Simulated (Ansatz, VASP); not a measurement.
Given: the input of a run of VASP 6.6.1 on In3Se.

The input INCAR:

```
PREC = Accurate ; ENCUT = 520
EDIFF = 1E-6 ; ISMEAR = -1
SIGMA = 0.05 ; LREAL = F
LASPH = T ; NELM = 100
ALGO = Normal ; ISIF = 2
LWAVE = F ; LCHARG = T
GGA = CA ; LELF = T
LVHAR = T ; NBANDS = 30
```

File KPOINTS:

```
Automatic mesh
0
Gamma
  6 6 6
```

File POSCAR:

```
In3Se
1.0
    4.8979732526      0.0000000000      0.0000000000
    0.0000000000      4.8979732526      0.0000000000
    0.0000000000      0.0000000000      4.8979732526
In Se
3 1
Direct
    0.5000000000      0.5000000000      0.0000000000
    0.5000000000      0.0000000000      0.5000000000
    0.0000000000      0.5000000000      0.5000000000
    0.0000000000      0.0000000000      0.0000000000
```

Potentials or basis: VASP PAW LDA potentials, release 64 (In_d, Se).

Launch:

```bash
$ cat potpaw_LDA.64/In_d/POTCAR potpaw_LDA.64/Se/POTCAR > POTCAR
$ mpirun -np 1 vasp_std > vasp.out
```

Q: Translate it to Ansatz 0.2.0. Potentials there: all-electron LAPW, scalar-relativistic.

A: As run (the cutoff follows the program's own potentials):

Contents of input.yaml:

```yaml
crystal:
  lattice:
    - [4.8979732526, 0.0, 0.0]
    - [0.0, 4.8979732526, 0.0]
    - [0.0, 0.0, 4.8979732526]
  atoms:
    - { symbol: In, position: [0.5, 0.5, 0.0] }
    - { symbol: In, position: [0.5, 0.0, 0.5] }
    - { symbol: In, position: [0.0, 0.5, 0.5] }
    - { symbol: Se, position: [0.0, 0.0, 0.0] }
kpoints:
  mp_grid: { grid: [6, 6, 6] }
scf:
  occupations: { method: fermi_dirac, width: 0.05 }
hamiltonian:
  xc: lda
  pseudopotentials: { kind: all_electron, lapw: { basis_error: 0.002 } }
output:
  forces: true
  stress: true
  eigenvalues: true
```

Potentials or basis: all-electron LAPW, scalar-relativistic.

Command:

```bash
$ ansatz run input.yaml --threads 2 --pin off --max-ram 8192MiB --backend cpu --events-out ev --progress --plain --runs-dir out
```

Both were run:

|  | VASP | Ansatz | Ansatz less VASP |
| --- | --- | --- | --- |
| gap on the k mesh at the Fermi level (eV) | none | none | - |
| pressure (GPa) | -5.5 | -5.5 | +0.02 |

LDA's correlation is that of Perdew and Zunger in VASP and of Perdew and Wang (1992) in Ansatz. A gap of «none» marks a metal or a gap that the smearing closes. Ansatz ran all-electron here, and VASP with PAW potentials.
